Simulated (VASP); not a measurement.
# Li in VASP: further runs

Li is run at these levels: PBE; tasks: electric field gradients.

Everything below comes from runs of VASP 6.6.1. Logs are shortened: lines on timing, memory, paths and dates and some standing lists are left out, and cuts for length are marked.

**1. The cell of the first run**

It takes space group P6_3/mmc (No. 194, hexagonal). Conventional cell: a = 3.049 Å, b = 3.049 Å, c = 5.093 Å, α = 90.00°, β = 90.00°, γ = 120.00°. Within 4.0 Å of Li (site symmetry -6m2) lie 12 Li at 3.05 to 3.10 Å.

This isn't the form of Li at room conditions, which is bcc.

**2. Electric field gradients, PBE (equal xx and yy strain of -2 %)**

INCAR

```
SYSTEM = Li
  PREC = Accurate
  ENCUT = 520
  EDIFF = 1E-8
  ISMEAR = -1
  SIGMA = 0.08
  LREAL = .FALSE.
  LASPH = .TRUE.
  NELM = 60
  ALGO = Normal
  ISIF = 2
  LWAVE = .FALSE.
  LCHARG = .FALSE.
  GGA = PE
  LEFG = .TRUE.
  NBANDS = 10
```

KPOINTS

```
Automatic mesh
0
G
  15 15 8
  0 0 0
```

POSCAR

```
Li
1.0
    3.0487821086      0.0000000000      0.0000000000
   -1.5243910543      2.6403227566      0.0000000000
    0.0000000000      0.0000000000      5.0930000000
Li
2
Direct
    0.3333333333      0.6666666667      0.2500000000
    0.6666666667      0.3333333333      0.7500000000
```

Potentials or basis: VASP PAW PBE potentials, release 64 (Li_sv).

The run is started by

```
cat potpaw_PBE.64/Li_sv/POTCAR > POTCAR
mpirun -np 1 vasp_std > vasp.out
```

OUTCAR:

```text
SYSTEM = Li
   PREC = Accurate
   ENCUT = 520
   EDIFF = 1E-8
   ISMEAR = -1
   LREAL = .FALSE.
   LASPH = .TRUE.
   NELM = 60
   ISIF = 2
   GGA = PE

 ion  position               nearest neighbor table
   1  0.333  0.667  0.250-
   2  0.667  0.333  0.750-

  LATTYP: Found a hexagonal cell.
 ALAT       =     3.0487821086
 C/A-ratio  =     1.6705031119

  Lattice vectors:

 A1 = (   3.0487821086,   0.0000000000,   0.0000000000)
 A2 = (  -1.5243910543,   2.6403227566,   0.0000000000)
 A3 = (   0.0000000000,   0.0000000000,   5.0930000000)

Analysis of symmetry for initial positions (statically):
=====================================================================
 Subroutine PRICEL returns:
 Original cell was already a primitive cell.

 Routine SETGRP: Setting up the symmetry group for a
 hexagonal supercell.

 Subroutine GETGRP returns: Found 24 space group operations
 (whereof 12 operations were pure point group operations)
 out of a pool of 24 trial point group operations.

The static configuration has the point symmetry D_3d.
 The point group associated with its full space group is D_6h.

Analysis of symmetry for dynamics (positions and initial velocities):
=====================================================================
 Subroutine PRICEL returns:
 Original cell was already a primitive cell.

 Routine SETGRP: Setting up the symmetry group for a
 hexagonal supercell.

 Subroutine GETGRP returns: Found 24 space group operations
 (whereof 12 operations were pure point group operations)
 out of a pool of 24 trial point group operations.

The dynamic configuration has the point symmetry D_3d.
 The point group associated with its full space group is D_6h.

 Subroutine INISYM returns: Found 24 space group operations
 (whereof 12 operations are pure point group operations),
 and found     1 'primitive' translations

----------------------------------------------------------------------------------------

                                     Primitive cell

  volume of cell :      40.9975

  direct lattice vectors                    reciprocal lattice vectors
     3.048782109  0.000000000  0.000000000     0.327999826  0.189370788  0.000000000
    -1.524391054  2.640322757  0.000000000     0.000000000  0.378741575  0.000000000
     0.000000000  0.000000000  5.093000000     0.000000000  0.000000000  0.196347929

  length of vectors
     3.048782109  3.048782109  5.093000000     0.378741575  0.378741575  0.196347929

  position of ions in fractional coordinates (direct lattice)
     0.333333333  0.666666667  0.250000000
     0.666666667  0.333333333  0.750000000

  ion indices of the primitive-cell ions
   primitive index   ion index
                 1           1
                 2           2

----------------------------------------------------------------------------------------

 KPOINTS: Automatic mesh

Automatic generation of k-mesh.
 Grid dimensions read from file:
 generate k-points for:   15   15    8

 Generating k-lattice:

  Cartesian coordinates                     Fractional coordinates (reciprocal lattice)
     0.021866655  0.012624719  0.000000000     0.066666667  0.000000000  0.000000000
     0.000000000  0.025249438  0.000000000     0.000000000  0.066666667  0.000000000
     0.000000000  0.000000000  0.024543491     0.000000000  0.000000000  0.125000000

  Length of vectors
     0.025249438  0.025249438  0.024543491

  Shift w.r.t. Gamma in fractional coordinates (k-lattice)
     0.000000000  0.000000000  0.000000000

 Subroutine IBZKPT returns following result:
 ===========================================

 Found    135 irreducible k-points:

 Following reciprocal coordinates:
            Coordinates               Weight
  0.000000  0.000000  0.000000      1.000000
  0.066667  0.000000  0.000000      6.000000
  0.133333 -0.000000  0.000000      6.000000
  0.200000  0.000000  0.000000      6.000000
  0.266667 -0.000000  0.000000      6.000000
  0.333333  0.000000  0.000000      6.000000
[... 16 lines left out ...]
  0.333333  0.200000  0.000000     12.000000
  0.400000  0.200000  0.000000      6.000000
 [... further k-points ...]
   k-points           NKPTS =    135   k-points in BZ     NKDIM =    135   number of bands    NBANDS=     10
   number of dos      NEDOS =    301   number of ions     NIONS =      2
   total plane-waves  NPLWV =  23040
   dimension x,y,z NGX =    24 NGY =   24 NGZ =   40
   dimension x,y,z NGXF=    48 NGYF=   48 NGZF=   80
   ions per type =               2
   NGX,Y,Z   is equivalent  to a cutoff of  13.09, 13.09, 13.06 a.u.
   NGXF,Y,Z  is equivalent  to a cutoff of  26.17, 26.17, 26.11 a.u.
 SYSTEM =  Li
   PREC   = accura    normal or accurate (medium, high low for compatibility)
   ISTART =      0    job   : 0-new  1-cont  2-samecut
   ICHARG =      2    charge: 1-file 2-atom 10-const
   ISPIN  =      1    spin polarized calculation?
   LNONCOLLINEAR =      F non collinear calculations
   LSORBIT =      F    spin-orbit coupling
   LASPH  =      T    aspherical Exc in radial PAW
   ENCUT  =  520.0 eV  38.22 Ry    6.18 a.u.   5.67  5.67  9.47*2*pi/ulx,y,z
   NELM   =     60;   NELMIN=  2; NELMDL= -5     # of ELM steps
   EDIFF  = 0.1E-07   stopping-criterion for ELM
   LREAL  =      F    real-space projection
   EDIFFG = 0.1E-06   stopping-criterion for IOM
   NSW    =      0    number of steps for IOM
   IBRION =     -1    ionic relax: 0-MD 1-quasi-New 2-CG
   NFREE  =      0    steps in history (QN), initial steepest desc. (CG)
   ISIF   =      2    stress and relaxation
   ISYM   =      2    0-nonsym 1-usesym 2-fastsym
   POTIM  = 0.5000    time-step for ionic-motion
   TEBEG  =    0.0;   TEEND  =   0.0 temperature during run
   PSTRESS=    0.0 pullay stress
   NELECT =       6.0000    total number of electrons
   NUPDOWN=      -1.0000    fix difference up-down
   EMIN   =  10.00;   EMAX   =-10.00  energy-range for DOS
   EFERMI =   0.00;   METHOD = LEGACY
   ISMEAR =    -1;   SIGMA  =   0.08  broadening in eV -4-tet -1-fermi 0-gaus
   EFERMI_NEDOS =   21; number of points for ismear=-14 and -15
   IALGO  =     38    algorithm
   IMIX   =      4    mixing-type and parameters
     AMIX     =   0.40;   BMIX     =  1.00
     AMIX_MAG =   1.60;   BMIX_MAG =  1.00
  volume/ion in A,a.u.               =      20.50       138.33
  Fermi-wavevector in a.u.,A,eV,Ry     =   0.862726  1.630316 10.126764  0.744296
  Thomas-Fermi vector in A             =   1.980571
   LORBIT       =      0    0 simple, 1 ext, 2 COOP (PROOUT), +10 PAW based schemes
   GGA     = PE    functional components
   LHFCALC =     F    Hartree Fock is set to
   AEXX    =    0.0000 exact exchange contribution
   IVDW    =     0    specifies the selected vdW correction
   LEPSILON=     F    determine dielectric tensor
   LRPA    =     F    only Hartree local field effects (RPA)
 non-spin polarized calculation
  energy-cutoff  :      520.00
  volume of cell :       41.00
 maximum number of plane-waves:      1120
 NGX is ok and might be reduce to    24
   NGX = 11   NGY = 11   NGZ = 19

 number of electron       5.9999996 magnetization

 Free energy of the ion-electron system (eV)
  ---------------------------------------------------
  ext. energy  EPLUGINS =         0.00000000
  ---------------------------------------------------
  free energy    TOTEN  =        -3.82088872 eV

  energy without entropy =       -3.79972254  energy(sigma->0) =       -3.81030563

 E-fermi :   0.5992     XC(G=0):  -7.0169

 val. band max:        0.5921662847   @ k =   0.3333   0.2000   0.1250
 cond. band min:       0.5992095433   @ k =   0.4667   0.0000   0.2500
 fundamental gap:      0.0070432586
 Fermi energy:         0.5991603413

 k-point     1 :       0.0000    0.0000    0.0000
  band No.  band energies     occupation
      1     -45.9552      2.00000
      2     -45.9395      2.00000
      3      -2.9521      2.00000
      4       0.4632      1.69097
      5       3.3031      0.00000
      6      13.2169      0.00000
      7      13.2169      0.00000
      8      14.5484      0.00000
      9      14.5598      0.00000
     10      14.5599      0.00000

 k-point     2 :       0.0667    0.0000    0.0000
  band No.  band energies     occupation
      1     -45.9545      2.00000
      2     -45.9391      2.00000
      3      -2.8806      2.00000
      4       0.5573      1.25577
      5       3.3324      0.00000
      6      12.4195      0.00000
      7      12.6692      0.00000
      8      14.5130      0.00000
      9      14.5134      0.00000
     10      14.8713      0.00000
[... 274 lines left out ...]
 k-point    24 :       0.4000    0.2000    0.0000
  band No.  band energies     occupation
      1     -45.9356      2.00000
      2     -45.9324      2.00000
      3       1.1559      0.00190
      4       2.1371      0.00000
      5       4.9558      0.00000
      6       5.8464      0.00000
      7       6.6854      0.00000
      8       6.8784      0.00000
      9      10.5354      0.00000
     10      10.9338      0.00000

 [... further k-points ...]
[... 5 lines left out ...]
  --------------------------------------------------------------------------------------
  -------------------------------------------------------------------------------------
  Total       -0.0243521     -0.0243521     -0.1367548      0.0000000     -0.0000000      0.0000000
  in kB       -0.9516783     -0.9516783     -5.3443645      0.0000000     -0.0000000      0.0000000
  external PRESSURE =      -2.4159070 kB  Pullay stress =       0.0000000 kB

 VOLUME and BASIS-vectors are now :
 -----------------------------------------------------------------------------
  energy-cutoff  :      520.00
  volume of cell :       41.00
      direct lattice vectors                 reciprocal lattice vectors
     3.048782109  0.000000000  0.000000000     0.327999826  0.189370788  0.000000000
    -1.524391054  2.640322757  0.000000000     0.000000000  0.378741575  0.000000000
     0.000000000  0.000000000  5.093000000     0.000000000  0.000000000  0.196347929

 POSITION                                       TOTAL-FORCE (eV/Angst)
 -----------------------------------------------------------------------------------
     -0.00000      1.76022      1.27325        -0.000000      0.000000      0.000000
      1.52439      0.88011      3.81975         0.000000     -0.000000      0.000000
 -----------------------------------------------------------------------------------
    total drift:                                0.000000     -0.000000      0.000000

  FREE ENERGIE OF THE ION-ELECTRON SYSTEM (eV)
  ---------------------------------------------------
  free  energy   TOTEN  =        -3.8208887208 eV

  energy  without entropy=       -3.7997225380  energy(sigma->0) =       -3.81030563

 Electric field gradients (V/A^2)
---------------------------------------------------------------------
 ion       V_xx      V_yy      V_zz      V_xy      V_xz      V_yz
---------------------------------------------------------------------
   1       0.054     0.057    -0.111     0.002    -0.000     0.000
   2       0.054     0.057    -0.111     0.002     0.000    -0.000
---------------------------------------------------------------------

 Electric field gradients after diagonalization (V/A^2)
 (convention: |V_zz| > |V_xx| > |V_yy|)
----------------------------------------------------------------------
 ion       V_xx      V_yy      V_zz     asymmetry (V_yy - V_xx)/ V_zz
----------------------------------------------------------------------
   1       0.058     0.053    -0.111       0.046
   2       0.058     0.053    -0.111       0.046
----------------------------------------------------------------------

           NMR quadrupolar parameters

 Cq : quadrupolar parameter    Cq=e*Q*V_zz/h
 eta: asymmetry parameters     (V_yy - V_xx)/ V_zz
 Q  : nuclear electric quadrupole moment in mb (millibarn)
----------------------------------------------------------------------
 ion       Cq(MHz)       eta       Q (mb)
----------------------------------------------------------------------
   1      -0.000       0.046       1.000
   2      -0.000       0.046       1.000
----------------------------------------------------------------------
```

Wall time 18 s (1 thread of Intel Xeon 6975P-C (Granite Rapids), shared host); peak memory 0.17 GiB.

Results:

| Quantity | Value |
| --- | --- |
| Free energy | -3.8209 eV |
| Band gap on the k mesh | zero (bands 3 and 4 overlap by 4.68 eV) |
| Largest electric field gradient by atom | Li -0.11 V/Å² |

Levels at points of the mesh, in eV from the Fermi level:
| k point | band 1 | band 2 | band 3 | band 4 | band 5 | band 6 | band 7 | band 8 |
| --- | --- | --- | --- | --- | --- | --- | --- | --- |
| (0.00, 0.00, 0.00) | -46.55 | -46.54 | -3.55 | -0.14 | 2.70 | 12.62 | 12.62 | 13.95 |
| (0.00, 0.00, 0.50) | -46.55 | -46.55 | -2.48 | -2.48 | 7.56 | 7.56 | 13.48 | 13.48 |

Caveat: the cell differs from its parent crystal (equal xx and yy strain of -2 %); the cutoff is under 1.25 times the usual one of these potentials, so pressure, stress and relaxed cells hold a basis-set (Pulay) error; without QUAD_EFG the Cq values of the log hold for a quadrupole moment of 1 mb, not for the nuclei.

**3. Electric field gradients, PBE**

This run uses another cell than the first one, of 21.34 Å³/atom.

INCAR

```
ALGO = Normal ; EDIFF = 1E-8
ENCUT = 520 ; GGA = PE
ISIF = 2 ; ISMEAR = -1
LASPH = True ; LCHARG = False
LEFG = True ; LREAL = False
LWAVE = False ; NBANDS = 10
NELM = 60 ; PREC = Accurate
SIGMA = 0.08
```

KPOINTS

```
k-points
0
Gamma
  15 15 8
```

POSCAR

```
Li
1.0
    3.1110021516      0.0000000000      0.0000000000
   -1.5555010758      2.6942068945      0.0000000000
    0.0000000000      0.0000000000      5.0930000000
Li
2
Direct
    0.3333333333      0.6666666667      0.2500000000
    0.6666666667      0.3333333333      0.7500000000
```

Potentials or basis: VASP PAW PBE potentials, release 64 (Li_sv).

The run is started by

```
cat potpaw_PBE.64/Li_sv/POTCAR > POTCAR
mpirun -np 1 vasp_std > vasp.out
```

OUTCAR:

```text
EDIFF = 1E-8
   ENCUT = 520
   GGA = PE
   ISIF = 2
   ISMEAR = -1
   LASPH = True
   LREAL = False
   NELM = 60
   PREC = Accurate

 ion  position               nearest neighbor table
   1  0.333  0.667  0.250-
   2  0.667  0.333  0.750-

  LATTYP: Found a hexagonal cell.
 ALAT       =     3.1110021516
 C/A-ratio  =     1.6370930497

  Lattice vectors:

 A1 = (   3.1110021516,   0.0000000000,   0.0000000000)
 A2 = (  -1.5555010758,   2.6942068945,   0.0000000000)
 A3 = (   0.0000000000,   0.0000000000,   5.0930000000)

Analysis of symmetry for initial positions (statically):
=====================================================================
 Subroutine PRICEL returns:
 Original cell was already a primitive cell.

 Routine SETGRP: Setting up the symmetry group for a
 hexagonal supercell.

[... 501 lines left out ...]
  energy-cutoff  :      520.00
  volume of cell :       42.69
      direct lattice vectors                 reciprocal lattice vectors
     3.111002152  0.000000000  0.000000000     0.321439829  0.185583372  0.000000000
    -1.555501076  2.694206895  0.000000000     0.000000000  0.371166744  0.000000000
     0.000000000  0.000000000  5.093000000     0.000000000  0.000000000  0.196347929

 POSITION                                       TOTAL-FORCE (eV/Angst)
 -----------------------------------------------------------------------------------
     -0.00000      1.79614      1.27325        -0.000000      0.000000      0.000000
      1.55550      0.89807      3.81975         0.000000     -0.000000      0.000000
 -----------------------------------------------------------------------------------
    total drift:                               -0.000000      0.000000      0.000000

  FREE ENERGIE OF THE ION-ELECTRON SYSTEM (eV)
  ---------------------------------------------------
  free  energy   TOTEN  =        -3.8175733750 eV

  energy  without entropy=       -3.7960513719  energy(sigma->0) =       -3.80681237

 Electric field gradients (V/A^2)
---------------------------------------------------------------------
 ion       V_xx      V_yy      V_zz      V_xy      V_xz      V_yz
---------------------------------------------------------------------
   1       0.005     0.004    -0.009    -0.001     0.000    -0.000
   2       0.005     0.004    -0.009    -0.001    -0.000     0.000
---------------------------------------------------------------------

 Electric field gradients after diagonalization (V/A^2)
 (convention: |V_zz| > |V_xx| > |V_yy|)
----------------------------------------------------------------------
 ion       V_xx      V_yy      V_zz     asymmetry (V_yy - V_xx)/ V_zz
----------------------------------------------------------------------
   1       0.006     0.003    -0.009       0.292
   2       0.006     0.003    -0.009       0.292
----------------------------------------------------------------------

           NMR quadrupolar parameters

 Cq : quadrupolar parameter    Cq=e*Q*V_zz/h
 eta: asymmetry parameters     (V_yy - V_xx)/ V_zz
 Q  : nuclear electric quadrupole moment in mb (millibarn)
----------------------------------------------------------------------
 ion       Cq(MHz)       eta       Q (mb)
----------------------------------------------------------------------
   1      -0.000       0.292       1.000
   2      -0.000       0.292       1.000
----------------------------------------------------------------------
```

stdout:

```text
POSCAR found type information on POSCAR Li
 POSCAR found :  1 types and       2 ions
 scaLAPACK will be used
 LDA part: xc-table for (Slater+PW92), standard interpolation
 POSCAR, INCAR and KPOINTS ok, starting setup
 FFT: planning ... GRIDC
 FFT: planning ... GRID_SOFT
 FFT: planning ... GRID
 WAVECAR not read
 entering main loop
ion   1

ion   2
```

Run time: 42 s. Hardware: 1 thread of Intel Xeon 8259CL, shared host; peak memory 0.18 GiB.

Results:

| Item | Value |
| --- | --- |
| Free energy | -3.8176 eV |
| Band gap on the k mesh | zero (bands 3 and 4 overlap by 4.51 eV) |
| Largest electric field gradient by atom | under 0.05 V/Å² on every atom |

Levels at points of the mesh, in eV from the Fermi level:
| k point | band 1 | band 2 | band 3 | band 4 | band 5 | band 6 | band 7 | band 8 |
| --- | --- | --- | --- | --- | --- | --- | --- | --- |
| (0.00, 0.00, 0.00) | -46.62 | -46.60 | -3.49 | -0.01 | 2.74 | 12.04 | 12.04 | 13.39 |
| (0.00, 0.00, 0.50) | -46.61 | -46.61 | -2.40 | -2.40 | 7.65 | 7.65 | 12.91 | 12.91 |

Caveat: the cutoff is under 1.25 times the usual one of these potentials, so pressure, stress and relaxed cells hold a basis-set (Pulay) error.

(Part 1 of 2 ends here.)
